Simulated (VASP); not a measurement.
Set up this calculation in VASP 6.6.1, as the native input.

- Task: single point
- Functional: PBEsol
- Potentials or basis: VASP PAW PBE potentials, release 64 (In_d, Se)
- Cutoff: 520 eV
- k mesh: 6 × 6 × 6
- Occupations: gaussian, width 0.01 eV
- Spin: no spin polarisation
- Dipole correction: no
- Further INCAR settings: ALGO = Normal; EDIFF = 1e-06; NBANDS = 27

The structure of InSe lies in POSCAR:

```
InSe
1.0
    2.0000000000      1.1547010000      8.4400000000
   -2.0000000000      1.1547010000      8.4400000000
    0.0000000000     -2.3094010000      8.4400000000
In Se
2 2
Direct
    0.0000000000      0.0000000000      0.0000000000
    0.1114000000      0.1114000000      0.1114000000
    0.6165000000      0.6165000000      0.6165000000
    0.8281000000      0.8281000000      0.8281000000
```

The input as run:

INCAR

```
SYSTEM = InSe
ALGO = Normal
EDIFF = 1E-6
ENCUT = 520
GGA = PS
ISIF = 2
ISMEAR = 0
LASPH = .True.
LCHARG = .False.
LREAL = .False.
LWAVE = .False.
NBANDS = 27
NELM = 80
PREC = Accurate
SIGMA = 0.01
```

KPOINTS

```
k-points
0
Gamma
  6 6 6
  0 0 0
```

Potentials or basis: VASP PAW PBE potentials, release 64 (In_d, Se).

Command:

```sh
$ cat potpaw_PBE.64/In_d/POTCAR potpaw_PBE.64/Se/POTCAR > POTCAR
$ mpirun -np 1 vasp_std > vasp.out
```

It gave:

```json
{
  "Pressure": "0.2 GPa",
  "Largest force": "0.318 eV/Å",
  "Band gap on the k mesh": "0.33 eV, direct"
}
```

Caveat: the PAW data sets were made with another functional, which shifts forces and pressure a little; spin-orbit coupling is left out, which moves the levels of the heavy elements.

It took 8.8 min on 1 thread of Intel(R) Xeon(R) Platinum 8488C (Sapphire Rapids), on a shared host, peak memory 0.68 GiB.
